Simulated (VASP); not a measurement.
# ZnCd3O4 (P-4m2) in VASP: single point with PBE

Aim: the single point of ZnCd3O4 with PBE.

All numbers are computed with VASP 6.6.1; they aren't measurements. Logs are shortened: lines on timing, memory, paths and dates and some standing lists are left out, and cuts for length are marked.

**1. The cell of the first run**

The structure is tetragonal, space group P-4m2 (No. 115). Conventional cell: a = 3.517 Å, b = 3.517 Å, c = 10.102 Å, α = 90.00°, β = 90.00°, γ = 90.00°. Within 2.7 Å of Zn (site symmetry -4m2) lie 4 O at 2.03 Å. Within 2.9 Å of Cd (site symmetry 2mm) lie 4 O at 2.22 Å. Within 2.9 Å of Cd (site symmetry -4m2) lie 4 O at 2.22 Å. Within 2.7 Å of O (site symmetry 2mm) lie 2 Zn at 2.03 Å and 2 Cd at 2.22 Å. O (site symmetry 2mm) has 4 Cd at 2.22 Å within 2.9 Å.

**2. Single point, PBE**

Input file POSCAR:

```
ZnCd3O4
1.0
    3.5171179000      0.0000000000      0.0000000000
    0.0000000000      3.5171179000      0.0000000000
    0.0000000000      0.0000000000     10.1020988000
Zn Cd O
1 3 4
Direct
    0.5000000000      0.5000000000      0.0000000000
    0.0000000000      0.0000000000      0.7668010000
    0.0000000000      0.0000000000      0.2331990000
    0.5000000000      0.5000000000      0.5000000000
    0.5000000000      0.0000000000      0.9004830000
    0.0000000000      0.5000000000      0.0995170000
    0.5000000000      0.0000000000      0.3665610000
    0.0000000000      0.5000000000      0.6334390000
```

Input file INCAR.step1:

```
PREC     = Accurate       # precision mode
ENCUT    = 520            # plane-wave cutoff, eV
EDIFF    = 1E-6           # SCF threshold, eV
ISMEAR   = 0              # smearing method
SIGMA    = 0.1            # smearing width, eV
LREAL    = False          # projectors in reciprocal space
LASPH    = True           # aspherical terms in the spheres
NELM     = 120            # most SCF steps
ALGO     = Normal         # electronic algorithm
ISIF     = 2              # what is computed and relaxed
LWAVE    = False          # write WAVECAR
LCHARG   = True           # write CHGCAR
GGA      = PE             # functional
NBANDS   = 58             # bands
GGA_COMPAT= False        
NEDOS    = 2001           # points of the DOS
LORBIT   = 11             # projections on sites
```

Input file KPOINTS.step1:

```
Automatic mesh
0
Gamma
  10 10 4
```

Input file INCAR.step2:

```
PREC     = Accurate       # precision mode
ENCUT    = 520            # plane-wave cutoff, eV
EDIFF    = 1E-6           # SCF threshold, eV
ISMEAR   = -5             # smearing method
SIGMA    = 0.1            # smearing width, eV
LREAL    = False          # projectors in reciprocal space
LASPH    = True           # aspherical terms in the spheres
NELM     = 120            # most SCF steps
ALGO     = Normal         # electronic algorithm
ISIF     = 2              # what is computed and relaxed
LWAVE    = False          # write WAVECAR
LCHARG   = False          # write CHGCAR
GGA      = PE             # functional
LORBIT   = 10             # projections on sites
NEDOS    = 1001           # points of the DOS
ICHARG   = 11             # starting density
GGA_COMPAT= False
```

Input file KPOINTS.step2:

```
Automatic mesh
0
Gamma
  15 15 6
```

Potentials or basis: VASP PAW PBE potentials, release 64 (Zn, Cd_sv_GW, O).

Command:

```sh
cat potpaw_PBE.64/Zn/POTCAR potpaw_PBE.64/Cd_sv_GW/POTCAR potpaw_PBE.64/O/POTCAR > POTCAR
cp INCAR.step1 INCAR
cp KPOINTS.step1 KPOINTS
mpirun -np 1 vasp_std > vasp.out
cp INCAR.step2 INCAR
cp KPOINTS.step2 KPOINTS
mpirun -np 1 vasp_std > vasp.out
```

OUTCAR:

```text
PREC = Accurate
   ENCUT = 520
   EDIFF = 1E-6
   ISMEAR = -5
   LREAL = False
   LASPH = True
   NELM = 120
   ISIF = 2
   GGA = PE
   LORBIT = 10
   ICHARG = 11

 ion  position               nearest neighbor table
   1  0.500  0.500  0.000-   5 2.03   6 2.03   5 2.03   6 2.03
   2  0.000  0.000  0.767-   8 2.22   8 2.22   5 2.22   5 2.22
   3  0.000  0.000  0.233-   7 2.22   7 2.22   6 2.22   6 2.22
   4  0.500  0.500  0.500-   7 2.22   8 2.22   7 2.22   8 2.22
   5  0.500  0.000  0.900-   1 2.03   1 2.03   2 2.22   2 2.22
   6  0.000  0.500  0.100-   1 2.03   1 2.03   3 2.22   3 2.22
   7  0.500  0.000  0.367-   3 2.22   3 2.22   4 2.22   4 2.22
   8  0.000  0.500  0.633-   2 2.22   2 2.22   4 2.22   4 2.22

  LATTYP: Found a simple tetragonal cell.
 ALAT       =     3.5171179000
 C/A-ratio  =     2.8722661814

  Lattice vectors:

 A1 = (   3.5171179000,   0.0000000000,   0.0000000000)
 A2 = (   0.0000000000,   3.5171179000,   0.0000000000)
 A3 = (   0.0000000000,   0.0000000000,  10.1020988000)

Analysis of symmetry for initial positions (statically):
=====================================================================
 Subroutine PRICEL returns:
 Original cell was already a primitive cell.

 Routine SETGRP: Setting up the symmetry group for a
 simple tetragonal supercell.

 Subroutine GETGRP returns: Found  8 space group operations
 (whereof  8 operations were pure point group operations)
 out of a pool of 16 trial point group operations.

The static configuration has the point symmetry D_2d.

Analysis of symmetry for dynamics (positions and initial velocities):
=====================================================================
 Subroutine PRICEL returns:
 Original cell was already a primitive cell.

 Routine SETGRP: Setting up the symmetry group for a
 simple tetragonal supercell.

 Subroutine GETGRP returns: Found  8 space group operations
 (whereof  8 operations were pure point group operations)
 out of a pool of 16 trial point group operations.

The dynamic configuration has the point symmetry D_2d.

 Subroutine INISYM returns: Found  8 space group operations
 (whereof  8 operations are pure point group operations),
 and found     1 'primitive' translations

----------------------------------------------------------------------------------------

                                     Primitive cell

  volume of cell :     124.9642

  direct lattice vectors                    reciprocal lattice vectors
     3.517117900  0.000000000  0.000000000     0.284323707  0.000000000  0.000000000
     0.000000000  3.517117900  0.000000000     0.000000000  0.284323707  0.000000000
     0.000000000  0.000000000 10.102098800     0.000000000  0.000000000  0.098989331

  length of vectors
     3.517117900  3.517117900 10.102098800     0.284323707  0.284323707  0.098989331

  position of ions in fractional coordinates (direct lattice)
     0.500000000  0.500000000  0.000000000
     0.000000000  0.000000000  0.766801000
     0.000000000  0.000000000  0.233199000
     0.500000000  0.500000000  0.500000000
     0.500000000  0.000000000  0.900483000
     0.000000000  0.500000000  0.099517000
     0.500000000  0.000000000  0.366561000
     0.000000000  0.500000000  0.633439000

  ion indices of the primitive-cell ions
   primitive index   ion index
                 1           1
                 2           2
                 3           3
                 4           4
                 5           5
                 6           6
                 7           7
                 8           8

----------------------------------------------------------------------------------------

 KPOINTS: Automatic mesh

Automatic generation of k-mesh.
 Grid dimensions read from file:
 generate k-points for:   15   15    6

 Generating k-lattice:

  Cartesian coordinates                     Fractional coordinates (reciprocal lattice)
     0.018954914  0.000000000  0.000000000     0.066666667  0.000000000  0.000000000
     0.000000000  0.018954914  0.000000000     0.000000000  0.066666667  0.000000000
     0.000000000  0.000000000  0.016498222     0.000000000  0.000000000  0.166666667

  Length of vectors
     0.018954914  0.018954914  0.016498222

  Shift w.r.t. Gamma in fractional coordinates (k-lattice)
     0.000000000  0.000000000  0.000000000

 TETIRR: Found   2019 inequivalent tetrahedra from     8100

 Subroutine IBZKPT returns following result:
 ===========================================

 Found    144 irreducible k-points:

 Following reciprocal coordinates:
            Coordinates               Weight
  0.000000  0.000000  0.000000      1.000000
  0.066667  0.000000  0.000000      4.000000
  0.133333  0.000000  0.000000      4.000000
  0.200000  0.000000  0.000000      4.000000
  0.266667  0.000000  0.000000      4.000000
  0.333333  0.000000  0.000000      4.000000
[... 16 lines left out ...]
  0.266667  0.200000  0.000000      8.000000
  0.333333  0.200000  0.000000      8.000000
 [... further k-points ...]
   k-points           NKPTS =    144   k-points in BZ     NKDIM =    144   number of bands    NBANDS=     57
   number of dos      NEDOS =   1001   number of ions     NIONS =      8
   total plane-waves  NPLWV =  62720
   dimension x,y,z NGX =    28 NGY =   28 NGZ =   80
   dimension x,y,z NGXF=    56 NGYF=   56 NGZF=  160
   ions per type =               1   3   4
   NGX,Y,Z   is equivalent  to a cutoff of  13.23, 13.23, 13.17 a.u.
   NGXF,Y,Z  is equivalent  to a cutoff of  26.47, 26.47, 26.33 a.u.
 SYSTEM =  unknown system
   PREC   = accura    normal or accurate (medium, high low for compatibility)
   ISTART =      0    job   : 0-new  1-cont  2-samecut
   ICHARG =     11    charge: 1-file 2-atom 10-const
   ISPIN  =      1    spin polarized calculation?
   LNONCOLLINEAR =      F non collinear calculations
   LSORBIT =      F    spin-orbit coupling
   LASPH  =      T    aspherical Exc in radial PAW
   ENCUT  =  520.0 eV  38.22 Ry    6.18 a.u.   6.54  6.54 18.78*2*pi/ulx,y,z
   NELM   =    120;   NELMIN=  2; NELMDL=  0     # of ELM steps
   EDIFF  = 0.1E-05   stopping-criterion for ELM
   LREAL  =      F    real-space projection
   EDIFFG = 0.1E-04   stopping-criterion for IOM
   NSW    =      0    number of steps for IOM
   IBRION =     -1    ionic relax: 0-MD 1-quasi-New 2-CG
   NFREE  =      0    steps in history (QN), initial steepest desc. (CG)
   ISIF   =      2    stress and relaxation
   ISYM   =      2    0-nonsym 1-usesym 2-fastsym
   POTIM  = 0.5000    time-step for ionic-motion
   TEBEG  =    0.0;   TEEND  =   0.0 temperature during run
   PSTRESS=    0.0 pullay stress
   NELECT =      96.0000    total number of electrons
   NUPDOWN=      -1.0000    fix difference up-down
   EMIN   =  10.00;   EMAX   =-10.00  energy-range for DOS
   EFERMI =   0.00;   METHOD = LEGACY
   ISMEAR =    -5;   SIGMA  =   0.10  broadening in eV -4-tet -1-fermi 0-gaus
   EFERMI_NEDOS =   21; number of points for ismear=-14 and -15
   IALGO  =     38    algorithm
   IMIX   =      4    mixing-type and parameters
     AMIX     =   0.40;   BMIX     =  1.00
     AMIX_MAG =   1.60;   BMIX_MAG =  1.00
  volume/ion in A,a.u.               =      15.62       105.41
  Fermi-wavevector in a.u.,A,eV,Ry     =   1.499351  2.833363 30.586639  2.248055
  Thomas-Fermi vector in A             =   2.610992
   LORBIT       =     10    0 simple, 1 ext, 2 COOP (PROOUT), +10 PAW based schemes
   GGA     = PE    functional components
   LHFCALC =     F    Hartree Fock is set to
   AEXX    =    0.0000 exact exchange contribution
   IVDW    =     0    specifies the selected vdW correction
   LEPSILON=     F    determine dielectric tensor
   LRPA    =     F    only Hartree local field effects (RPA)
 non-spin polarized calculation
 Fermi weights with tetrahedron method with Bloechl corrections
  energy-cutoff  :      520.00
  volume of cell :      124.96
 maximum number of plane-waves:      3430
 NGX is ok and might be reduce to    28

 number of electron      96.0000035 magnetization

 Free energy of the ion-electron system (eV)
  ---------------------------------------------------
  ext. energy  EPLUGINS =         0.00000000
  ---------------------------------------------------
  free energy    TOTEN  =       -32.18101101 eV

  energy without entropy =      -32.18101101  energy(sigma->0) =      -32.18101101

 E-fermi :   2.1893     XC(G=0): -10.3240

 val. band max:        2.1882109418   @ k =   0.0000   0.0000   0.0000
 cond. band min:       2.1882109418   @ k =   0.0000   0.0000   0.0000
 fundamental gap:      0.0000000000
 Fermi energy:         2.1892859682

 k-point     1 :       0.0000    0.0000    0.0000
  band No.  band energies     occupation
      1     -98.0684      2.00000
      2     -98.0683      2.00000
      3     -98.0588      2.00000
      4     -59.1717      2.00000
      5     -59.1717      2.00000
      6     -59.1667      2.00000
[... 49 lines left out ...]
     56      12.9629      0.00000
     57      14.0867      0.00000

 k-point     2 :       0.0667    0.0000    0.0000
  band No.  band energies     occupation
      1     -98.0684      2.00000
      2     -98.0684      2.00000
      3     -98.0588      2.00000
      4     -59.1720      2.00000
      5     -59.1717      2.00000
      6     -59.1670      2.00000
[... 1314 lines left out ...]
      1     -98.0683      2.00000
      2     -98.0682      2.00000
      3     -98.0587      2.00000
      4     -59.1743      2.00000
      5     -59.1729      2.00000
      6     -59.1693      2.00000
[... 49 lines left out ...]
     56      11.1370      0.00000
     57      11.5771      0.00000

 [... further k-points ...]

------------------------ aborting loop because EDIFF is reached ----------------------------------------

  FORCE on cell =-STRESS in cart. coord.  units (eV):
  Direction    XX          YY          ZZ          XY          YZ          ZX
  --------------------------------------------------------------------------------------
  -------------------------------------------------------------------------------------
  Total       -0.9011465     -0.9011465     -0.9123859      0.0000000      0.0000000      0.0000000
  in kB      -11.5536845    -11.5536845    -11.6977859      0.0000000      0.0000000      0.0000000
  external PRESSURE =     -11.6017183 kB  Pullay stress =       0.0000000 kB

 VOLUME and BASIS-vectors are now :
 -----------------------------------------------------------------------------
  energy-cutoff  :      520.00
  volume of cell :      124.96
      direct lattice vectors                 reciprocal lattice vectors
     3.517117900  0.000000000  0.000000000     0.284323707  0.000000000  0.000000000
     0.000000000  3.517117900  0.000000000     0.000000000  0.284323707  0.000000000
     0.000000000  0.000000000 10.102098800     0.000000000  0.000000000  0.098989331

 POSITION                                       TOTAL-FORCE (eV/Angst)
 -----------------------------------------------------------------------------------
      1.75856      1.75856      0.00000        -0.000000     -0.000000      0.000000
      0.00000      0.00000      7.74630        -0.000000     -0.000000     -0.000864
      0.00000      0.00000      2.35580        -0.000000     -0.000000      0.000864
      1.75856      1.75856      5.05105        -0.000000      0.000000      0.000000
      1.75856      0.00000      9.09677        -0.000000     -0.000000     -0.040139
      0.00000      1.75856      1.00533         0.000000     -0.000000      0.040139
      1.75856      0.00000      3.70304        -0.000000     -0.000000      0.001004
      0.00000      1.75856      6.39906         0.000000     -0.000000     -0.001004
 -----------------------------------------------------------------------------------
    total drift:                                0.000000      0.000000      0.000000

  FREE ENERGIE OF THE ION-ELECTRON SYSTEM (eV)
  ---------------------------------------------------
  free  energy   TOTEN  =       -32.1810110062 eV

  energy  without entropy=      -32.1810110062  energy(sigma->0) =      -32.18101101

 total charge

# of ion       s       p       d       f       tot
--------------------------------------------------
    1        0.442   0.423   9.874   0.000  10.738
    2        2.226   6.184   9.245   0.013  17.667
    3        2.226   6.184   9.245   0.013  17.667
    4        2.225   6.182   9.245   0.012  17.664
    5        1.558   3.387   0.000   0.000   4.945
    6        1.558   3.387   0.000   0.000   4.945
    7        1.562   3.363   0.000   0.000   4.925
    8        1.562   3.363   0.000   0.000   4.925
--------------------------------------------------
tot         13.359  32.472  37.608   0.037  83.477
```

It took 13 min on 1 thread of Intel Xeon 6975P-C (Granite Rapids), shared host; peak memory 0.91 GiB.

What came out:

| Item | Value |
| --- | --- |
| Valence electrons inside the program's atomic spheres | Zn 10.74; Cd 17.67, 17.66 (each value once); O 4.95, 4.92 (each value once) |
